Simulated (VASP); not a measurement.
Crystal: SiC.

```
Si C
1.0
     3.07600    0.00000    0.00000
    -1.53800    2.66389    0.00000
     0.00000    0.00000    5.04800
Si C
2 2
Direct
  0.33333 0.66667 0.00000
  0.66667 0.33333 0.50000
  0.33333 0.66667 0.38500
  0.66667 0.33333 0.88500
```

```yaml
Program: VASP 6.6.1
Task: relaxation of cell and atoms
Functional: r2SCAN
Potentials_or_basis: VASP PAW PBE potentials, release 64 (Si, C)
Cutoff: 600 eV
k_mesh: 12 × 12 × 6
Occupations: fermi-dirac, width 0.08 eV
Spin: no spin polarisation
```

At the start: pressure -0.2 GPa; volume 10.34 Å³/atom.

Problem. How do energy, volume and symmetry change on relaxing?

Solution. Over 7 steps the energy falls by 9.3 meV/atom and the volume is 10.32 Å³/atom (-0.2 %); space group P6_3mc (No. 186, to 0.05 Å).

The path:
| step | energy change (eV) | largest force (eV/Å) | pressure (GPa) | volume (Å³) |
| --- | --- | --- | --- | --- |
| 1 | 0.0000 | 0.7709 | -0.17 | 41.36 |
| 2 | -0.0060 | 0.6965 | 0.16 | 41.30 |
| 3 | -0.0345 | 0.0556 | -0.26 | 41.33 |
| 4 | -0.0368 | 0.0161 | 0.30 | 41.23 |
| 5 | -0.0370 | 0.0013 | 0.16 | 41.25 |
| 6 | -0.0370 | 0.0005 | -0.13 | 41.31 |
| 7 | -0.0370 | 0.0003 | 0.00 | 41.28 |

Final structure:
```yaml
crystal:
  lattice:
    - [3.07370, 0.00000, 0.00000]
    - [-1.53685, 2.66190, 0.00000]
    - [0.00000, 0.00000, 5.04571]
  atoms:
    - { symbol: Si, position: [0.33333, 0.66667, 0.00460] }
    - { symbol: Si, position: [0.66667, 0.33333, 0.50460] }
    - { symbol: C, position: [0.33333, 0.66667, 0.38040] }
    - { symbol: C, position: [0.66667, 0.33333, 0.88040] }
```

Caveat: the PAW data sets were made with another functional, which shifts forces and pressure a little.
